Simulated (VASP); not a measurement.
# CuO (Tenorite) (C2/c) in VASP: notebook

CuO (Tenorite) is run at these levels: PBEsol+U, LDA; tasks: single point.

Program: VASP 6.6.1. These are calculated values, not measurements. Logs are shortened: lines on timing, memory, paths and dates and some standing lists are left out, and cuts for length are marked.

**1. The cell of the first run**

It takes space group C2/c (No. 15, monoclinic). The conventional cell has a = 4.684 Å, b = 3.423 Å, c = 5.129 Å, α = 90.00°, β = 99.54°, γ = 90.00°. Cu (site symmetry -1) has 4 O at 1.95 to 1.96 Å within 2.6 Å. O (site symmetry 2) has 4 Cu at 1.95 to 1.96 Å within 2.6 Å.

**2. Single point, PBEsol+U**

The input, INCAR:

```
SYSTEM = CuO
ALGO = Normal
EDIFF = 1E-6
ENCUT = 520
GGA = PS
ISIF = 2
ISMEAR = -1
LASPH = .TRUE.
LCHARG = .TRUE.
LDAU = .TRUE.
LDAUJ = 0 0
LDAUL = 2 -1
LDAUPRINT = 1
LDAUTYPE = 2
LDAUU = 6 0
LELF = .TRUE.
LMAXMIX = 4
LREAL = .FALSE.
LVHAR = .TRUE.
LWAVE = .FALSE.
NBANDS = 25
NELM = 150
PREC = Accurate
SIGMA = 0.05
```

The input, KPOINTS:

```
k-points
0
G
  10 10 5
  0 0 0
```

The input, POSCAR:

```
CuO
1.0
    2.3418500000     -1.7113000000      0.0000000000
    2.3418500000      1.7113000000      0.0000000000
   -0.8500274268      0.0000000000      5.0578693947
Cu O
2 2
Direct
    0.5000000000      0.0000000000      0.5000000000
    0.0000000000      0.5000000000      0.0000000000
    0.4184000000      0.5816000000      0.7500000000
    0.5816000000      0.4184000000      0.2500000000
```

Potentials or basis: VASP PAW PBE potentials, release 64 (Cu, O).

Launch:

```sh
> cat potpaw_PBE.64/Cu/POTCAR potpaw_PBE.64/O/POTCAR > POTCAR
> mpirun -np 1 vasp_std > vasp.out
```

OUTCAR:

```text
SYSTEM = CuO
   EDIFF = 1E-6
   ENCUT = 520
   GGA = PS
   ISIF = 2
   ISMEAR = -1
   LASPH = .TRUE.
   LREAL = .FALSE.
   NELM = 150
   PREC = Accurate

 ion  position               nearest neighbor table
   1  0.500  0.000  0.500-   3 1.95   4 1.95   4 1.96   3 1.96
   2  0.000  0.500  0.000-   4 1.95   3 1.95   4 1.96   3 1.96
   3  0.418  0.582  0.750-   2 1.95   1 1.95   2 1.96   1 1.96
   4  0.582  0.418  0.250-   1 1.95   2 1.95   2 1.96   1 1.96

  LATTYP: Found a base centered monoclinic cell.
 ALAT       =     4.6837000000
 B/A-ratio  =     0.7307470589
 C/A-ratio  =     1.0950317057
 COS(beta)  =    -0.1657361228

  Lattice vectors:

 A1 = (   2.3418500000,  -1.7113000000,   0.0000000000)
 A2 = (   2.3418500000,   1.7113000000,   0.0000000000)
 A3 = (  -0.8500274268,   0.0000000000,   5.0578693947)

Analysis of symmetry for initial positions (statically):
=====================================================================
 Subroutine PRICEL returns:
 Original cell was already a primitive cell.

 Routine SETGRP: Setting up the symmetry group for a
 base centered monoclinic supercell.

 Subroutine GETGRP returns: Found  4 space group operations
 (whereof  2 operations were pure point group operations)
 out of a pool of  4 trial point group operations.

The static configuration has the point symmetry S_2 .
 The point group associated with its full space group is C_2h.

Analysis of symmetry for dynamics (positions and initial velocities):
=====================================================================
 Subroutine PRICEL returns:
 Original cell was already a primitive cell.

 Routine SETGRP: Setting up the symmetry group for a
 base centered monoclinic supercell.

 Subroutine GETGRP returns: Found  4 space group operations
 (whereof  2 operations were pure point group operations)
 out of a pool of  4 trial point group operations.

The dynamic configuration has the point symmetry S_2 .
 The point group associated with its full space group is C_2h.

 Subroutine INISYM returns: Found  4 space group operations
 (whereof  2 operations are pure point group operations),
 and found     1 'primitive' translations

----------------------------------------------------------------------------------------

                                     Primitive cell

  volume of cell :      40.5399

  direct lattice vectors                    reciprocal lattice vectors
     2.341850000 -1.711300000  0.000000000     0.213506416 -0.292175539  0.035881968
     2.341850000  1.711300000  0.000000000     0.213506416  0.292175539  0.035881968
    -0.850027427  0.000000000  5.057869395     0.000000000  0.000000000  0.197711709

  length of vectors
     2.900484289  2.900484289  5.128800000     0.363646877  0.363646877  0.197711709

  position of ions in fractional coordinates (direct lattice)
     0.500000000  0.000000000  0.500000000
     0.000000000  0.500000000  0.000000000
     0.418400000  0.581600000  0.750000000
     0.581600000  0.418400000  0.250000000

  ion indices of the primitive-cell ions
   primitive index   ion index
                 1           1
                 2           2
                 3           3
                 4           4

----------------------------------------------------------------------------------------

 KPOINTS: k-points

Automatic generation of k-mesh.
 Grid dimensions read from file:
 generate k-points for:   10   10    5

 Generating k-lattice:

  Cartesian coordinates                     Fractional coordinates (reciprocal lattice)
     0.021350642 -0.029217554  0.003588197     0.100000000  0.000000000  0.000000000
     0.021350642  0.029217554  0.003588197     0.000000000  0.100000000  0.000000000
     0.000000000  0.000000000  0.039542342     0.000000000  0.000000000  0.200000000

  Length of vectors
     0.036364688  0.036364688  0.039542342
[... 52 lines left out ...]
   ENCUT  =  520.0 eV  38.22 Ry    6.18 a.u.   5.39  5.39  9.54*2*pi/ulx,y,z
   NELM   =    150;   NELMIN=  2; NELMDL= -5     # of ELM steps
   EDIFF  = 0.1E-05   stopping-criterion for ELM
   LREAL  =      F    real-space projection
   EDIFFG = 0.1E-04   stopping-criterion for IOM
   NSW    =      0    number of steps for IOM
   IBRION =     -1    ionic relax: 0-MD 1-quasi-New 2-CG
   NFREE  =      0    steps in history (QN), initial steepest desc. (CG)
   ISIF   =      2    stress and relaxation
   ISYM   =      2    0-nonsym 1-usesym 2-fastsym
   POTIM  = 0.5000    time-step for ionic-motion
   TEBEG  =    0.0;   TEEND  =   0.0 temperature during run
   PSTRESS=    0.0 pullay stress
   NELECT =      34.0000    total number of electrons
   NUPDOWN=      -1.0000    fix difference up-down
   EMIN   =  10.00;   EMAX   =-10.00  energy-range for DOS
   EFERMI =   0.00;   METHOD = LEGACY
   ISMEAR =    -1;   SIGMA  =   0.05  broadening in eV -4-tet -1-fermi 0-gaus
   EFERMI_NEDOS =   21; number of points for ismear=-14 and -15
   IALGO  =     38    algorithm
   IMIX   =      4    mixing-type and parameters
     AMIX     =   0.40;   BMIX     =  1.00
     AMIX_MAG =   1.60;   BMIX_MAG =  1.00
  volume/ion in A,a.u.               =      10.13        68.39
  Fermi-wavevector in a.u.,A,eV,Ry     =   1.543856  2.917465 32.429379  2.383492
  Thomas-Fermi vector in A             =   2.649460
   LORBIT       =      0    0 simple, 1 ext, 2 COOP (PROOUT), +10 PAW based schemes
 LDA+U is selected, type is set to LDAUTYPE =  2
   angular momentum for each species LDAUL =     2   -1
   U (eV)           for each species LDAUU =   6.0  0.0
   J (eV)           for each species LDAUJ =   0.0  0.0
   GGA     = PS    functional components
   LHFCALC =     F    Hartree Fock is set to
   AEXX    =    0.0000 exact exchange contribution
   IVDW    =     0    specifies the selected vdW correction
   LEPSILON=     F    determine dielectric tensor
   LRPA    =     F    only Hartree local field effects (RPA)
 non-spin polarized calculation
  energy-cutoff  :      520.00
  volume of cell :       40.54
 maximum number of plane-waves:      1129
 NGX is ok and might be reduce to    24
   NGX = 11   NGY = 11   NGZ = 19

atom =   1  type =  1  l = 2

 onsite density matrix

spin component  1

  0.9583 -0.0099 -0.0093 -0.0067  0.0026
 -0.0099  0.9107 -0.0008 -0.0771  0.0244
 -0.0093 -0.0008  0.9719 -0.0022 -0.0007
 -0.0067 -0.0771 -0.0022  0.8658  0.0313
  0.0026  0.0244 -0.0007  0.0313  0.9584

spin component  2

  0.9583 -0.0099 -0.0093 -0.0067  0.0026
 -0.0099  0.9107 -0.0008 -0.0771  0.0244
 -0.0093 -0.0008  0.9719 -0.0022 -0.0007
 -0.0067 -0.0771 -0.0022  0.8658  0.0313
  0.0026  0.0244 -0.0007  0.0313  0.9584

 occupancies and eigenvectors

  o =  0.7973  v = -0.0727 -0.5830 -0.0155 -0.7728  0.2396  0.0000  0.0000  0.0000  0.0000  0.0000      0.0000  0.0000  0.0000  0.0000  0.0000  0.0000  0.0000  0.0000  0.0000  0.0000
  o =  0.7973  v =  0.0000  0.0000  0.0000  0.0000  0.0000 -0.0727 -0.5830 -0.0155 -0.7728  0.2396      0.0000  0.0000  0.0000  0.0000  0.0000  0.0000  0.0000  0.0000  0.0000  0.0000
  o =  0.9537  v =  0.8728  0.1311  0.4337 -0.1729  0.0544  0.0000  0.0000  0.0000  0.0000  0.0000      0.0000  0.0000  0.0000  0.0000  0.0000  0.0000  0.0000  0.0000  0.0000  0.0000
  o =  0.9537  v =  0.0000  0.0000  0.0000  0.0000  0.0000  0.8728  0.1311  0.4337 -0.1729  0.0544      0.0000  0.0000  0.0000  0.0000  0.0000  0.0000  0.0000  0.0000  0.0000  0.0000
  o =  0.9673  v =  0.0176  0.3639 -0.2522 -0.5015 -0.7431  0.0000  0.0000  0.0000  0.0000  0.0000      0.0000  0.0000  0.0000  0.0000  0.0000  0.0000  0.0000  0.0000  0.0000  0.0000
  o =  0.9673  v =  0.0000  0.0000  0.0000  0.0000  0.0000  0.0176  0.3639 -0.2522 -0.5015 -0.7431      0.0000  0.0000  0.0000  0.0000  0.0000  0.0000  0.0000  0.0000  0.0000  0.0000
  o =  0.9694  v =  0.0000  0.0000  0.0000  0.0000  0.0000  0.0903 -0.6814  0.2252  0.3098 -0.6171      0.0000  0.0000  0.0000  0.0000  0.0000  0.0000  0.0000  0.0000  0.0000  0.0000
  o =  0.9694  v =  0.0903 -0.6814  0.2252  0.3098 -0.6171  0.0000  0.0000  0.0000  0.0000  0.0000      0.0000  0.0000  0.0000  0.0000  0.0000  0.0000  0.0000  0.0000  0.0000  0.0000
  o =  0.9774  v =  0.0000  0.0000  0.0000  0.0000  0.0000 -0.4737  0.2148  0.8351 -0.1595 -0.0818      0.0000  0.0000  0.0000  0.0000  0.0000  0.0000  0.0000  0.0000  0.0000  0.0000
  o =  0.9774  v = -0.4737  0.2148  0.8351 -0.1595 -0.0818  0.0000  0.0000  0.0000  0.0000  0.0000      0.0000  0.0000  0.0000  0.0000  0.0000  0.0000  0.0000  0.0000  0.0000  0.0000

atom =   2  type =  1  l = 2

 onsite density matrix

spin component  1

  0.9583 -0.0099  0.0093  0.0067 -0.0026
 -0.0099  0.9107  0.0008  0.0771 -0.0244
  0.0093  0.0008  0.9719 -0.0022 -0.0007
  0.0067  0.0771 -0.0022  0.8658  0.0313
 -0.0026 -0.0244 -0.0007  0.0313  0.9584

spin component  2

  0.9583 -0.0099  0.0093  0.0067 -0.0026
 -0.0099  0.9107  0.0008  0.0771 -0.0244
  0.0093  0.0008  0.9719 -0.0022 -0.0007
  0.0067  0.0771 -0.0022  0.8658  0.0313
 -0.0026 -0.0244 -0.0007  0.0313  0.9584

 occupancies and eigenvectors

  o =  0.7973  v =  0.0727  0.5830 -0.0155 -0.7728  0.2396  0.0000  0.0000  0.0000  0.0000  0.0000      0.0000  0.0000  0.0000  0.0000  0.0000  0.0000  0.0000  0.0000  0.0000  0.0000
  o =  0.7973  v =  0.0000  0.0000  0.0000  0.0000  0.0000  0.0727  0.5830 -0.0155 -0.7728  0.2396      0.0000  0.0000  0.0000  0.0000  0.0000  0.0000  0.0000  0.0000  0.0000  0.0000
  o =  0.9537  v =  0.8728  0.1311 -0.4337  0.1729 -0.0544  0.0000  0.0000  0.0000  0.0000  0.0000      0.0000  0.0000  0.0000  0.0000  0.0000  0.0000  0.0000  0.0000  0.0000  0.0000
  o =  0.9537  v =  0.0000  0.0000  0.0000  0.0000  0.0000  0.8728  0.1311 -0.4337  0.1729 -0.0544      0.0000  0.0000  0.0000  0.0000  0.0000  0.0000  0.0000  0.0000  0.0000  0.0000
  o =  0.9673  v = -0.0176 -0.3639 -0.2522 -0.5015 -0.7431  0.0000  0.0000  0.0000  0.0000  0.0000      0.0000  0.0000  0.0000  0.0000  0.0000  0.0000  0.0000  0.0000  0.0000  0.0000
  o =  0.9673  v =  0.0000  0.0000  0.0000  0.0000  0.0000 -0.0176 -0.3639 -0.2522 -0.5015 -0.7431      0.0000  0.0000  0.0000  0.0000  0.0000  0.0000  0.0000  0.0000  0.0000  0.0000
  o =  0.9694  v =  0.0000  0.0000  0.0000  0.0000  0.0000 -0.0903  0.6814  0.2252  0.3098 -0.6171      0.0000  0.0000  0.0000  0.0000  0.0000  0.0000  0.0000  0.0000  0.0000  0.0000
  o =  0.9694  v = -0.0903  0.6814  0.2252  0.3098 -0.6171  0.0000  0.0000  0.0000  0.0000  0.0000      0.0000  0.0000  0.0000  0.0000  0.0000  0.0000  0.0000  0.0000  0.0000  0.0000
  o =  0.9774  v =  0.0000  0.0000  0.0000  0.0000  0.0000 -0.4737  0.2148 -0.8351  0.1595  0.0818      0.0000  0.0000  0.0000  0.0000  0.0000  0.0000  0.0000  0.0000  0.0000  0.0000
  o =  0.9774  v = -0.4737  0.2148 -0.8351  0.1595  0.0818  0.0000  0.0000  0.0000  0.0000  0.0000      0.0000  0.0000  0.0000  0.0000  0.0000  0.0000  0.0000  0.0000  0.0000  0.0000

 number of electron      34.0000001 magnetization

 Free energy of the ion-electron system (eV)
  ---------------------------------------------------
  ext. energy  EPLUGINS =         0.00000000
  ---------------------------------------------------
  free energy    TOTEN  =       -17.45547337 eV

  energy without entropy =      -17.43845819  energy(sigma->0) =      -17.44696578

 E-fermi :   4.9297     XC(G=0): -12.1107

 val. band max:        4.9240892095   @ k =   0.5000   0.5000   0.4000
 cond. band min:       4.9591891814   @ k =   0.5000   0.1000   0.2000
 fundamental gap:      0.0350999719
 Fermi energy:         4.9296634765

 k-point     1 :       0.0000    0.0000    0.0000
  band No.  band energies     occupation
      1     -14.5186      2.00000
      2     -13.1532      2.00000
      3      -3.1526      2.00000
      4      -0.7856      2.00000
      5      -0.5075      2.00000
      6       0.5226      2.00000
[... 661 lines left out ...]
     24      18.7309      0.00000
     25      19.6077      0.00000

 [... further k-points ...]

------------------------ aborting loop because EDIFF is reached ----------------------------------------

  FORCE on cell =-STRESS in cart. coord.  units (eV):
  Direction    XX          YY          ZZ          XY          YZ          ZX
  --------------------------------------------------------------------------------------
  -------------------------------------------------------------------------------------
  Total       -1.7649049     -1.0951340     -2.2910452      0.0000000      0.0000000      0.0666404
  in kB      -69.7507801    -43.2807748    -90.5443603      0.0000000      0.0000000      2.6336928
  external PRESSURE =     -67.8586384 kB  Pullay stress =       0.0000000 kB

 VOLUME and BASIS-vectors are now :
 -----------------------------------------------------------------------------
  energy-cutoff  :      520.00
  volume of cell :       40.54
      direct lattice vectors                 reciprocal lattice vectors
     2.341850000 -1.711300000  0.000000000     0.213506416 -0.292175539  0.035881968
     2.341850000  1.711300000  0.000000000     0.213506416  0.292175539  0.035881968
    -0.850027427  0.000000000  5.057869395     0.000000000  0.000000000  0.197711709

 POSITION                                       TOTAL-FORCE (eV/Angst)
 -----------------------------------------------------------------------------------
      0.74591     -0.85565      2.52893        -0.000000      0.000000      0.000000
      1.17092      0.85565      0.00000        -0.000000     -0.000000      0.000000
      1.70433      0.27928      3.79340         0.000000     -0.283765      0.000000
      2.12934     -0.27928      1.26447        -0.000000      0.283765      0.000000
 -----------------------------------------------------------------------------------
    total drift:                                0.000000      0.000000     -0.000000

  FREE ENERGIE OF THE ION-ELECTRON SYSTEM (eV)
  ---------------------------------------------------
  free  energy   TOTEN  =       -17.4554733748 eV

  energy  without entropy=      -17.4384581888  energy(sigma->0) =      -17.44696578
```

Wall time 1.9 min (1 thread of Intel Xeon 6975P-C, shared host); peak memory 0.25 GiB.

Results:

| Property | Result |
| --- | --- |
| Free energy | -17.4555 eV |
| Pressure | -6.8 GPa |
| Largest force | 0.284 eV/Å |
| Band gap on the k mesh | zero (band 17 reaches 5.20 eV, above the bottom of band 18 at 4.54 eV) |

Forces on the atoms (eV/Å):
```
Cu   0.000  0.000  0.000
Cu   0.000  0.000  0.000
O    0.000 -0.284  0.000
O    0.000  0.284  0.000
```

Eigenvalues of the final occupation matrices:
| site | spin | trace | eigenvalues |
| --- | --- | --- | --- |
| site 1 d | 1 | 4.67 | 0.80 0.95 0.97 0.97 0.98 |
| site 1 d | 2 | 4.67 | 0.80 0.95 0.97 0.97 0.98 |
| site 2 d | 1 | 4.67 | 0.80 0.95 0.97 0.97 0.98 |
| site 2 d | 2 | 4.67 | 0.80 0.95 0.97 0.97 0.98 |

Caveat: the PAW data sets were made with another functional, which shifts forces and pressure a little; U without spin polarisation on a metal has little footing.

**3. Single point, PBEsol+U**

The input, INCAR:

```
PREC     = Accurate       # precision mode
ENCUT    = 520            # plane-wave cutoff, eV
EDIFF    = 1E-6           # SCF threshold, eV
ISMEAR   = -1             # smearing method
SIGMA    = 0.05           # smearing width, eV
LREAL    = F              # projectors in reciprocal space
LASPH    = T              # aspherical terms in the spheres
NELM     = 150            # most SCF steps
ALGO     = Normal         # electronic algorithm
ISIF     = 2              # what is computed and relaxed
LWAVE    = F              # write WAVECAR
LCHARG   = F              # write CHGCAR
LMAXMIX  = 4              # l up to which the mixer works
LDAU     = T              # DFT+U
LDAUTYPE = 2            
LDAUL    = 2 -1           # shell
LDAUU    = 8 0            # U, eV
LDAUJ    = 0 0          
LDAUPRINT= 1            
GGA      = PS             # functional
NBANDS   = 25             # bands
```

The input, KPOINTS:

```
Automatic mesh
0
Gamma
  10 10 5
```

POSCAR is that of step 2.

Potentials or basis: VASP PAW PBE potentials, release 64 (Cu, O).

Launch:

```sh
> cat potpaw_PBE.64/Cu/POTCAR potpaw_PBE.64/O/POTCAR > POTCAR
> mpirun -np 1 vasp_std > vasp.out
```

Run time: 1.7 min. Hardware: 1 thread of Intel Xeon 6975P-C, shared host; peak memory 0.25 GiB.

Results (log left out):

* Free energy: -16.3478 eV
* Pressure: -8.6 GPa
* Largest force: 0.282 eV/Å
* Band gap on the k mesh: zero (band 17 reaches 4.96 eV, above the bottom of band 18 at 4.29 eV)

Forces in eV/Å, atoms in the order of the input:
```
Cu   0.000  0.000  0.000
Cu   0.000  0.000  0.000
O    0.000 -0.282  0.000
O    0.000  0.282  0.000
```

Stress tensor (GPa, compression positive):
```
 -8.72   0.00   0.61
  0.00  -5.89   0.00
  0.61   0.00 -11.13
```

Levels at points of the mesh, in eV from the Fermi level:
| k point | band 14 | band 15 | band 16 | band 17 | band 18 | band 19 | band 20 | band 21 |
| --- | --- | --- | --- | --- | --- | --- | --- | --- |
| (0.00, 0.00, 0.00) | -2.51 | -2.49 | -2.07 | 0.26 | 1.00 | 2.13 | 6.80 | 8.62 |
| (0.50, 0.00, 0.00) | -2.71 | -2.45 | -1.79 | 0.10 | 0.37 | 5.68 | 7.13 | 7.52 |
| (0.50, 0.50, 0.00) | -3.27 | -2.38 | -2.24 | -1.10 | 1.16 | 4.20 | 7.82 | 9.45 |

Eigenvalues of the final occupation matrices:
```tsv
site	spin	trace	eigenvalues
site 1 d	1	4.70	0.81 0.96 0.97 0.97 0.98
site 1 d	2	4.70	0.81 0.96 0.97 0.97 0.98
site 2 d	1	4.70	0.81 0.96 0.97 0.97 0.98
site 2 d	2	4.70	0.81 0.96 0.97 0.97 0.98
```

Caveat: the PAW data sets were made with another functional, which shifts forces and pressure a little; U without spin polarisation on a metal has little footing.

(Continued in part 2 of 2.)
